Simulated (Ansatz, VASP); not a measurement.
**LiPS3 in VASP and in Ansatz**

```xyz
10
Lattice="1.9168 -13.1540 0.0000 1.9168 13.1540 0.0000 0.0000 0.0000 4.5073" Properties=species:S:1:pos:R:3 pbc="T T T"
Li    1.9168   -4.3199    2.2536
Li    1.9168    4.3199    2.2536
P     1.9168  -10.1191    0.0000
P     1.9168   10.1191    0.0000
S     1.9168  -10.6864    2.2536
S     1.9168   10.6864    2.2536
S     1.9168   -8.1086    0.0000
S     1.9168    8.1086    0.0000
S     1.9168   -1.9431    0.0000
S     1.9168    1.9431    0.0000
```

Change from the starting cell: species swapped into the CeNiGe3 type (Cmmm, No. 65).

Alike in both runs: functional PBE; k mesh 3 × 3 × 3; occupations gaussian, width 0.15 eV; no spin polarisation.

Ansatz relaxed the structure, and its values are those at the end. VASP's run is a single point on that final structure, the one shown.

|  | VASP | Ansatz |
| --- | --- | --- |
| version | VASP 6.6.1 | Ansatz 0.2.0 |
| potentials or method | VASP PAW PBE potentials, release 64 (Li_sv, P, S), cutoff 520 eV | scalar-relativistic, plane waves, PAW |
| valence electrons in the cell | 52 | 52 |

|  | VASP | Ansatz | Ansatz less VASP |
| --- | --- | --- | --- |
| gap on the k mesh at the Fermi level (eV) | none | none | - |
| rms of the force components (eV/Å) | 0.037 | 0.010 | -0.0277 |

A gap of «none» marks a metal or a gap that the smearing closes.

The k mesh is coarse, so the values compare programs but aren't converged. Noted on VASP's run: the cutoff is under 1.25 times that of the potentials, so the pressure is a little rough.
